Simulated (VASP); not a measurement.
Runs of VASP 6.6.1 on Ni. The structure is that of space group Fm-3m (No. 225), or close to it. The cells are those of the table. 

```csv
task,level,potentials or basis,U,cell,k mesh,cutoff (eV),smearing,dipole correction,grid for exact exchange (PRECFOCK),share of exact exchange,tolerance level,purpose,gap on the mesh (eV),pressure (GPa),moment (μB)
single point,B3LYP,"VASP PAW PBE potentials, release 64 (Ni_sv_GW)",-,"a = 2.457 Å, angles 60.0°, 1 atom",7 × 7 × 7,510,fermi-dirac 0.05 eV,no,Normal,0.2,-,-,none,10.5,(a)
single point,r2SCAN,"VASP PAW PBE potentials, release 64 (Ni_sv_GW)",-,"a = 2.457 Å, angles 60.0°, 1 atom",13 × 13 × 13,760,fermi-dirac 0.05 eV,no,-,-,-,-,none,-0.4,(c)
single point,PBE+U,"VASP PAW PBE potentials, release 64 (Ni)",Ni d U = 6 eV,"a = 2.470, b = 2.470, c = 2.457 Å, angles 60.2, 60.2, 59.7°, 1 atom",30 × 30 × 30,710,methfessel-paxton 0.05 eV,-,-,-,standard,stress,none,(b),0.78
single point,PBE0,"VASP PAW PBE potentials, release 64 (Ni)",-,"a = 2.424 Å, angles 60.0°, 1 atom",8 × 8 × 8,520,fermi-dirac 0.05 eV,no,Normal,0.25,-,-,none,12.7,0.70
relaxation of cell and atoms,PBEsol-based screened hybrid with 25 % exact exchange,"VASP PAW PBE potentials, release 64 (Ni)",-,"relaxed from a = 2.457 Å, angles 60.0°, 1 atom",7 × 7 × 7,600,fermi-dirac 0.05 eV,no,Normal,0.25,-,-,none,-0.1,0.98
single point,r2SCAN,"VASP PAW PBE potentials, release 64 (Ni_sv_GW)",-,"a = 2.441 Å, angles 60.0°, 1 atom",13 × 13 × 13,760,fermi-dirac 0.05 eV,no,-,-,-,-,none,4.3,0.69
single point,PBE0,"VASP PAW PBE potentials, release 64 (Ni)",-,"a = 2.457 Å, angles 60.0°, 1 atom",8 × 8 × 8,520,fermi-dirac 0.05 eV,no,Normal,0.25,-,-,none,(d),0.70
```

Alike in all rows: spin collinear, ferromagnetic start.

Problem. Estimate the missing entries.

Solution. (a) 0.85; (b) -5.0; (c) 0.72; (d) 3.0.

Caveats: some runs use coarse meshes; the PAW data sets were made with another functional, which shifts forces and pressure a little (at least some runs); the cell stands under tension (at least some runs); the U is typed as a test and isn't derived for this compound (at least some runs); the cell stands under pressure (at least some runs).

A gap of «none» marks levels without a gap at the run's occupations.

The runs don't all hold the same shells in valence.
